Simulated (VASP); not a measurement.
# Cs (P6_3/mmc) in VASP: further runs

Runs on Cs. Level: PBE. Tasks: single point.

Everything below comes from runs of VASP 6.6.1. Logs are shortened: lines on timing, memory, paths and dates and some standing lists are left out, and cuts for length are marked.

### 1 The cell of the first run

Symmetry: P6_3/mmc, No. 194, hexagonal system. Conventional cell: a = 5.603 Å, b = 5.603 Å, c = 18.644 Å, α = 90.00°, β = 90.00°, γ = 120.00°.

This isn't the form of Cs at room conditions, which is bcc.

### 2 Single point, PBE

INCAR

```
PREC     = Accurate       # precision mode
ENCUT    = 520            # plane-wave cutoff, eV
EDIFF    = 1E-6           # SCF threshold, eV
ISMEAR   = -1             # smearing method
SIGMA    = 0.05           # smearing width, eV
LREAL    = False          # projectors in reciprocal space
LASPH    = True           # aspherical terms in the spheres
NELM     = 100            # most SCF steps
ALGO     = Fast           # electronic algorithm
ISIF     = 2              # what is computed and relaxed
LWAVE    = False          # write WAVECAR
LCHARG   = True           # write CHGCAR
GGA      = PE             # functional
LELF     = True           # ELF
LVHAR    = True         
NBANDS   = 26             # bands
```

KPOINTS

```
regular mesh
0
Gamma
  6 6 2
```

POSCAR

```
Cs
1.0
    5.6027699652      0.0000000000      0.0000000000
   -2.8013849826      4.8521411215      0.0000000000
    0.0000000000      0.0000000000     18.6442381829
Cs
4
Direct
    0.6666666667      0.3333333333      0.7500000000
    0.0000000000      0.0000000000      0.5000000000
    0.3333333333      0.6666666667      0.2500000000
    0.0000000000      0.0000000000      0.0000000000
```

Potentials or basis: VASP PAW PBE potentials, release 64 (Cs_sv).

The run is started by

```console
cat potpaw_PBE.64/Cs_sv/POTCAR > POTCAR
mpirun -np 1 vasp_std > vasp.out
```

OUTCAR:

```text
PREC = Accurate
   ENCUT = 520
   EDIFF = 1E-6
   ISMEAR = -1
   LREAL = False
   LASPH = True
   NELM = 100
   ISIF = 2
   GGA = PE

 ion  position               nearest neighbor table
   1  0.667  0.333  0.750-
   2  0.000  0.000  0.500-
   3  0.333  0.667  0.250-
   4  0.000  0.000  0.000-

  LATTYP: Found a hexagonal cell.
 ALAT       =     5.6027699652
 C/A-ratio  =     3.3276822534

  Lattice vectors:

 A1 = (   5.6027699652,   0.0000000000,   0.0000000000)
 A2 = (  -2.8013849826,   4.8521411215,   0.0000000000)
 A3 = (   0.0000000000,   0.0000000000,  18.6442381829)

Analysis of symmetry for initial positions (statically):
=====================================================================
 Subroutine PRICEL returns:
 Original cell was already a primitive cell.

 Routine SETGRP: Setting up the symmetry group for a
 hexagonal supercell.

 Subroutine GETGRP returns: Found 24 space group operations
 (whereof 12 operations were pure point group operations)
 out of a pool of 24 trial point group operations.

The static configuration has the point symmetry D_3d.
 The point group associated with its full space group is D_6h.

Analysis of symmetry for dynamics (positions and initial velocities):
=====================================================================
 Subroutine PRICEL returns:
 Original cell was already a primitive cell.

 Routine SETGRP: Setting up the symmetry group for a
 hexagonal supercell.

 Subroutine GETGRP returns: Found 24 space group operations
 (whereof 12 operations were pure point group operations)
 out of a pool of 24 trial point group operations.

The dynamic configuration has the point symmetry D_3d.
 The point group associated with its full space group is D_6h.

 Subroutine INISYM returns: Found 24 space group operations
 (whereof 12 operations are pure point group operations),
 and found     1 'primitive' translations

----------------------------------------------------------------------------------------

                                     Primitive cell

  volume of cell :     506.8516

[... 74 lines left out ...]
   ICHARG =      2    charge: 1-file 2-atom 10-const
   ISPIN  =      1    spin polarized calculation?
   LNONCOLLINEAR =      F non collinear calculations
   LSORBIT =      F    spin-orbit coupling
   LASPH  =      T    aspherical Exc in radial PAW
   ENCUT  =  520.0 eV  38.22 Ry    6.18 a.u.  10.42 10.42 34.67*2*pi/ulx,y,z
   NELM   =    100;   NELMIN=  2; NELMDL= -5     # of ELM steps
   EDIFF  = 0.1E-05   stopping-criterion for ELM
   LREAL  =      F    real-space projection
   EDIFFG = 0.1E-04   stopping-criterion for IOM
   NSW    =      0    number of steps for IOM
   IBRION =     -1    ionic relax: 0-MD 1-quasi-New 2-CG
   NFREE  =      0    steps in history (QN), initial steepest desc. (CG)
   ISIF   =      2    stress and relaxation
   ISYM   =      2    0-nonsym 1-usesym 2-fastsym
   POTIM  = 0.5000    time-step for ionic-motion
   TEBEG  =    0.0;   TEEND  =   0.0 temperature during run
   PSTRESS=    0.0 pullay stress
   NELECT =      36.0000    total number of electrons
   NUPDOWN=      -1.0000    fix difference up-down
   EMIN   =  10.00;   EMAX   =-10.00  energy-range for DOS
   EFERMI =   0.00;   METHOD = LEGACY
   ISMEAR =    -1;   SIGMA  =   0.05  broadening in eV -4-tet -1-fermi 0-gaus
   EFERMI_NEDOS =   21; number of points for ismear=-14 and -15
   IALGO  =     68    algorithm
   IMIX   =      4    mixing-type and parameters
     AMIX     =   0.40;   BMIX     =  1.00
     AMIX_MAG =   1.60;   BMIX_MAG =  1.00
  volume/ion in A,a.u.               =     126.71       855.10
  Fermi-wavevector in a.u.,A,eV,Ry     =   0.677978  1.281192  6.253968  0.459654
  Thomas-Fermi vector in A             =   1.755746
   LORBIT       =      0    0 simple, 1 ext, 2 COOP (PROOUT), +10 PAW based schemes
   GGA     = PE    functional components
   LHFCALC =     F    Hartree Fock is set to
   AEXX    =    0.0000 exact exchange contribution
   IVDW    =     0    specifies the selected vdW correction
   LEPSILON=     F    determine dielectric tensor
   LRPA    =     F    only Hartree local field effects (RPA)
 non-spin polarized calculation
 RMM-DIIS sequential band-by-band and
  energy-cutoff  :      520.00
  volume of cell :      506.85
 maximum number of plane-waves:     13690
 NGX is ok and might be reduce to    42
   NGX = 21   NGY = 21   NGZ = 69

 number of electron      36.0000005 magnetization

 Free energy of the ion-electron system (eV)
  ---------------------------------------------------
  ext. energy  EPLUGINS =         0.00000000
  ---------------------------------------------------
  free energy    TOTEN  =        -3.39854103 eV

  energy without entropy =       -3.35686054  energy(sigma->0) =       -3.37770078

 E-fermi :   0.2227     XC(G=0):  -5.1686

 val. band max:        0.1834232492   @ k =   0.0000   0.0000   0.0000
 cond. band min:       0.2283022529   @ k =   0.5000   0.0000   0.0000
 fundamental gap:      0.0448790038
 Fermi energy:         0.2226934685

 k-point     1 :       0.0000    0.0000    0.0000
  band No.  band energies     occupation
      1     -23.6864      2.00000
      2     -23.6847      2.00000
      3     -23.6846      2.00000
      4     -23.6830      2.00000
      5     -10.5352      2.00000
      6     -10.4904      2.00000
[... 395 lines left out ...]
     25       1.5155      0.00000
     26       1.5561      0.00000

------------------------ aborting loop because EDIFF is reached ----------------------------------------

  FORCE on cell =-STRESS in cart. coord.  units (eV):
  Direction    XX          YY          ZZ          XY          YZ          ZX
  --------------------------------------------------------------------------------------
  -------------------------------------------------------------------------------------
  Total       -0.2784875     -0.2784875     -0.6723073     -0.0000000      0.0000000      0.0000000
  in kB       -0.8803096     -0.8803096     -2.1251890     -0.0000000      0.0000000      0.0000000
  external PRESSURE =      -1.2952694 kB  Pullay stress =       0.0000000 kB

 VOLUME and BASIS-vectors are now :
 -----------------------------------------------------------------------------
  energy-cutoff  :      520.00
  volume of cell :      506.85
      direct lattice vectors                 reciprocal lattice vectors
     5.602769965  0.000000000  0.000000000     0.178483144  0.103047291  0.000000000
    -2.801384983  4.852141121  0.000000000     0.000000000  0.206094583  0.000000000
     0.000000000  0.000000000 18.644238183     0.000000000  0.000000000  0.053635873

 POSITION                                       TOTAL-FORCE (eV/Angst)
 -----------------------------------------------------------------------------------
      2.80138      1.61738     13.98318         0.000000     -0.000000      0.000000
      0.00000      0.00000      9.32212        -0.000000      0.000000      0.000000
     -0.00000      3.23476      4.66106         0.000000      0.000000     -0.000000
      0.00000      0.00000      0.00000        -0.000000      0.000000      0.000000
 -----------------------------------------------------------------------------------
    total drift:                               -0.000000      0.000000     -0.000000

  FREE ENERGIE OF THE ION-ELECTRON SYSTEM (eV)
  ---------------------------------------------------
  free  energy   TOTEN  =        -3.3985410315 eV

  energy  without entropy=       -3.3568605364  energy(sigma->0) =       -3.37770078
```

OSZICAR:

```text
N       E                     dE             d eps       ncg     rms          rms(c)
DAV:   1     0.289518324531E+03    0.28952E+03   -0.11642E+04   728   0.100E+03
DAV:   2     0.430431526716E+02   -0.24648E+03   -0.24080E+03  1076   0.176E+02
DAV:   3    -0.219265122486E+01   -0.45236E+02   -0.44854E+02   904   0.787E+01
DAV:   4    -0.337970077553E+01   -0.11870E+01   -0.11865E+01   908   0.157E+01
DAV:   5    -0.338956554151E+01   -0.98648E-02   -0.98626E-02   938   0.148E+00    0.253E-01
RMM:   6    -0.339322834086E+01   -0.36628E-02   -0.55814E-03   844   0.318E-01    0.178E-01
RMM:   7    -0.339808447541E+01   -0.48561E-02   -0.16451E-02   834   0.481E-01    0.675E-02
RMM:   8    -0.339849589058E+01   -0.41142E-03   -0.12478E-03   939   0.154E-01    0.101E-02
RMM:   9    -0.339853135947E+01   -0.35469E-04   -0.25234E-04   995   0.582E-02    0.478E-03
RMM:  10    -0.339853946353E+01   -0.81041E-05   -0.73452E-05  1002   0.255E-02    0.247E-03
RMM:  11    -0.339854014642E+01   -0.68289E-06   -0.21439E-05   900   0.120E-02    0.106E-03
RMM:  12    -0.339854103150E+01   -0.88508E-06   -0.45372E-06   755   0.528E-03
   1 F= -.33985410E+01 E0= -.33777008E+01  d E =-.416805E-01
```

Run time: 1.8 min. Hardware: 1 thread of Oxide Virtual Turin-like, shared host; peak memory 0.54 GiB.

Results:

```yaml
Free_energy: -3.3985 eV
Pressure: -0.1 GPa
Band_gap_on_the_k_mesh: zero (bands 18 and 19 overlap by 1.70 eV)
```

Stress tensor (GPa, compression positive):
```
-0.09  0.00  0.00
 0.00 -0.09  0.00
 0.00  0.00 -0.21
```

Levels at points of the mesh, in eV from the Fermi level:
| k point | band 16 | band 17 | band 18 | band 19 | band 20 | band 21 |
| --- | --- | --- | --- | --- | --- | --- |
| (0.00, 0.00, 0.00) | -10.67 | -1.58 | -1.03 | -1.03 | -0.04 | 0.64 |
| (0.50, 0.00, 0.00) | -10.68 | 0.01 | 0.20 | 0.20 | 0.33 | 0.75 |
| (0.00, 0.00, 0.50) | -10.67 | -1.44 | -1.44 | -0.46 | -0.46 | 1.02 |
| (0.50, 0.00, 0.50) | -10.68 | 0.07 | 0.07 | 0.30 | 0.30 | 0.78 |

Caveat: spin-orbit coupling is left out, which moves the levels of the heavy elements.

(Continued in part 2 of 2.)

The gap in the log of VASP goes by the Fermi energy; the results here count the filled bands.